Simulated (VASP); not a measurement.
A run of VASP 6.6.1:

Contents of INCAR:

```
PREC = Accurate
ENCUT = 600
EDIFF = 1E-6
ISMEAR = 0
SIGMA = 0.1
LREAL = False
LASPH = True
NELM = 60
ALGO = Fast
ISIF = 3
LWAVE = False
LCHARG = False
GGA = PE
IBRION = 2
NSW = 100
EDIFFG = -0.01
```

Contents of KPOINTS:

```
Automatic mesh
0
Gamma
  8 8 10
```

Contents of POSCAR:

```
LiAlH3
1.0
    5.1172125994      0.0000000000      0.0000000000
    0.0000000000      5.1172125994      0.0000000000
    0.0000000000      0.0000000000      3.6879559081
Li Al H
2 2 6
Direct
    0.0000000000      0.5000000000      0.5000000000
    0.5000000000      0.0000000000      0.5000000000
    0.5000000000      0.5000000000      0.0000000000
    0.0000000000      0.0000000000      0.0000000000
    0.8243706118      0.3243706118      0.0000000000
    0.6756293882      0.8243706118      0.0000000000
    0.5000000000      0.5000000000      0.5000000000
    0.1756293882      0.6756293882      0.0000000000
    0.3243706118      0.1756293882      0.0000000000
    0.0000000000      0.0000000000      0.5000000000
```

Potentials or basis: VASP PAW PBE potentials, release 64 (Li_sv, Al, H).

Launch:

```bash
$ cat potpaw_PBE.64/Li_sv/POTCAR potpaw_PBE.64/Al/POTCAR potpaw_PBE.64/H/POTCAR > POTCAR
$ mpirun -np 1 vasp_std > vasp.out
```

Hardware: 1 thread of Oxide Virtual Turin-like Processor, on a shared host.

Q: How long does it take, and how much memory?

A: Run time: 11 min on 1 thread of Oxide Virtual Turin-like Processor, on a shared host, peak memory 0.29 GiB. Counts: scf iterations 46, k points 90, ion steps 3.
